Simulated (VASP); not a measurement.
Set up this calculation in VASP 6.6.1, as the native input.

```
Task                   : single point
Functional             : r2SCAN
Potentials or basis    : VASP PAW PBE potentials, release 64 (C, Sn_d)
Cutoff                 : 520 eV
k mesh                 : 8 × 8 × 6
Occupations            : fermi-dirac, width 0.02 eV
Spin                   : no spin polarisation
Dipole correction      : no
Further INCAR settings : ALGO = Normal; EDIFF = 1e-06; NBANDS = 21
```

SnC3:

```
C Sn
1.0
     2.97889    0.00000    0.00000
     0.00000    2.97889    0.00000
     0.00000    0.00000    4.64352
C Sn
3 1
Direct
  0.50000 0.00000 0.82036
  0.50000 0.50000 0.00000
  0.00000 0.50000 0.17964
  0.00000 0.00000 0.50000
```

These files were run (other wordings do the same):

POSCAR

```
SnC3
1.0
    2.9788882397      0.0000000000      0.0000000000
    0.0000000000      2.9788882397      0.0000000000
    0.0000000000      0.0000000000      4.6435166652
C Sn
3 1
Direct
    0.5000000000      0.0000000000      0.8203632751
    0.5000000000      0.5000000000      0.0000000000
    0.0000000000      0.5000000000      0.1796367249
    0.0000000000      0.0000000000      0.5000000000
```

INCAR.step1

```
SYSTEM = SnC3
  ALGO = Normal
  EDIFF = 1E-4
  ENCUT = 520
  GGA = PE
  ISMEAR = -1
  LASPH = .True.
  LCHARG = .False.
  LREAL = .False.
  LWAVE = .True.
  NBANDS = 21
  NELM = 100
  PREC = Accurate
  SIGMA = 0.02
```

INCAR.step2

```
SYSTEM = SnC3
  ALGO = Normal
  EDIFF = 1E-6
  ENCUT = 520
  ISIF = 2
  ISMEAR = -1
  ISTART = 1
  LASPH = .True.
  LCHARG = .False.
  LMIXTAU = .True.
  LREAL = .False.
  LWAVE = .False.
  METAGGA = R2SCAN
  NBANDS = 21
  NELM = 100
  PREC = Accurate
  SIGMA = 0.02
```

KPOINTS

```
k-points
0
Gamma
  8 8 6
  0 0 0
```

Potentials or basis: VASP PAW PBE potentials, release 64 (C, Sn_d).

Command:

```sh
$ cat potpaw_PBE.64/C/POTCAR potpaw_PBE.64/Sn_d/POTCAR > POTCAR
$ cp INCAR.step1 INCAR
$ mpirun -np 1 vasp_std > vasp.out
$ cp INCAR.step2 INCAR
$ mpirun -np 1 vasp_std > vasp.out
```

Results of the run:

```
Pressure               : 0.4 GPa
Largest force          : 0.006 eV/Å
Band gap on the k mesh : 0.40 eV (least direct gap 0.76 eV)
```

Caveat: the PAW data sets were made with another functional, which shifts forces and pressure a little; spin-orbit coupling is left out, which moves the levels of the heavy elements.

Run time: 2.1 min on 1 thread of Intel Xeon 8259CL, on a shared host, peak memory 0.19 GiB.
